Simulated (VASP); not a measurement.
The system is Ir4Ru.

```xyz
10
Lattice="2.7189 0.0000 0.0000 -1.3594 2.3546 0.0000 0.0000 0.0000 21.9416" Properties=species:S:1:pos:R:3 pbc="T T T"
Ru    0.0000    1.5697   16.4562
Ru    1.3594    0.7849    5.4854
Ir    0.0000    1.5697   20.8445
Ir    0.0000    1.5697    3.2912
Ir    0.0000    1.5697    7.6796
Ir    0.0000    1.5697   12.0679
Ir    1.3594    0.7849    1.0971
Ir    1.3594    0.7849    9.8737
Ir    1.3594    0.7849   14.2620
Ir    1.3594    0.7849   18.6504
```

- Program: VASP 6.6.1
- Task: relaxation of cell and atoms
- Functional: PBE
- Potentials or basis: VASP PAW PBE potentials, release 64 (Ru_pv, Ir)
- Cutoff: 600 eV
- k mesh: 6 × 6 × 1
- Occupations: gaussian, width 0.1 eV
- Spin: no spin polarisation

At the start: pressure 10.5 GPa; volume 14.05 Å³/atom.

**Question.** How do energy, volume and symmetry change on relaxing?

**Answer.** Over 9 steps the energy falls by 28.1 meV/atom and the volume is 14.47 Å³/atom (+3.0 %); space group P6_3/mmc (No. 194, to 0.1 Å) before and after.

Step by step:
| step | energy change (eV) | largest force (eV/Å) | pressure (GPa) | volume (Å³) |
| --- | --- | --- | --- | --- |
| 1 | 0.0000 | 0.7952 | 10.49 | 140.47 |
| 2 | 1.1347 | 0.1880 | -26.36 | 159.91 |
| 3 | -0.2059 | 0.5621 | -2.66 | 145.68 |
| 4 | -0.2067 | 0.5736 | -2.01 | 145.39 |
| 5 | -0.2508 | 0.2113 | 1.34 | 144.08 |
| 6 | -0.2631 | 0.3060 | 0.13 | 144.50 |
| 7 | -0.2797 | 0.0889 | 0.10 | 144.49 |
| 8 | -0.2810 | 0.0765 | 0.10 | 144.49 |
| 9 | -0.2814 | 0.0080 | -0.31 | 144.66 |

Final structure:
```
Ru Ir
1.0
     2.76766    0.00000    0.00000
    -1.38383    2.39686    0.00000
     0.00000    0.00000   21.80620
Ru Ir
2 8
Cartesian
  0.0000 1.5979 16.3547
  1.3838 0.7990 5.4516
  0.0000 1.5979 20.7091
  0.0000 1.5979 3.3212
  0.0000 1.5979 7.5819
  0.0000 1.5979 12.0002
  1.3838 0.7990 1.0971
  1.3838 0.7990 9.8060
  1.3838 0.7990 14.2243
  1.3838 0.7990 18.4850
```

Caveat: the k points lie up to 0.44 Å⁻¹ apart in the final cell, too coarse for converged energies and pressures of a metal.
